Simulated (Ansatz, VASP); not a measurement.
**Lu2Si3P: VASP beside Ansatz**

```
Lu Si P
1.0
     5.22131    0.00000    0.00000
    -2.61065    4.52178    0.00000
     0.00000    0.00000    4.99205
Lu Si P
2 3 1
Cartesian
  2.6107 1.5073 0.0000
  0.0000 3.0145 0.0000
  -1.3053 2.2609 2.4960
  1.3053 2.2609 2.4960
  2.6107 0.0000 2.4960
  0.0000 0.0000 0.0000
```

Change from the starting cell: species swapped into the YSi2Rh3 type (P6/mmm, No. 191).

Alike in both runs: functional PBE; k mesh 12 × 12 × 8; occupations gaussian, width 0.1 eV; no spin polarisation.

Ansatz relaxed the structure, and its values are those at the end. VASP's run is a single point on that final structure, the one shown.

|  | VASP | Ansatz |
| --- | --- | --- |
| version | VASP 6.6.1 | Ansatz 0.2.0 |
| potentials or method | VASP PAW PBE potentials, release 64 (Lu, Si, P), cutoff 520 eV | scalar-relativistic, plane waves, PAW |
| valence electrons in the cell | 67 | 67 |

```tsv
	VASP	Ansatz	Ansatz less VASP
gap on the k mesh at the Fermi level (eV)	none	none	-
pressure (GPa)	0.3	0.0	-0.27
```

A gap of «none» marks a metal or a gap that the smearing closes.

Spin-orbit coupling is off throughout.
